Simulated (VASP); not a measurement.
# Cd: single point with PBEsol

Crystal: Cd.

```
Cd
1.0
     4.99864    0.00000    0.00000
    -2.49932    4.32895    0.00000
     0.00000    0.00000    2.99318
Cd
3
Direct
  0.00000 0.00000 0.00000
  0.33333 0.66667 0.50000
  0.66667 0.33333 0.50000
```

```
Program             : VASP 6.6.1
Task                : single point
Functional          : PBEsol
Potentials or basis : VASP PAW PBE potentials, release 64 (Cd)
Cutoff              : 520 eV
k mesh              : 7 × 7 × 10
Occupations         : fermi-dirac, width 0.1 eV
Spin                : no spin polarisation
```

```yaml
Pressure: 0.3 GPa
Band_gap_on_the_k_mesh: zero (band 18 reaches 6.27 eV, above the bottom of band 19 at 1.79 eV)
```

Levels at points of the mesh, in eV from the Fermi level:
```
           k point  band 15  band 16  band 17  band 18  band 19  band 20  band 21  band 22
(0.00, 0.00, 0.00)    -8.26    -8.26     0.33     0.55     0.81     0.81     0.84     0.84
(0.00, 0.00, 0.50)    -8.01    -3.76    -3.60     3.49     3.70     3.70     3.86     4.83
```

Run time: 41 s on 1 thread of Intel(R) Xeon(R) Platinum 8259CL CPU @ 2.50GHz (Skylake/Cascade Lake), on a shared host, peak memory 0.21 GiB.

Caveat: the PAW data sets were made with another functional, which shifts forces and pressure a little.
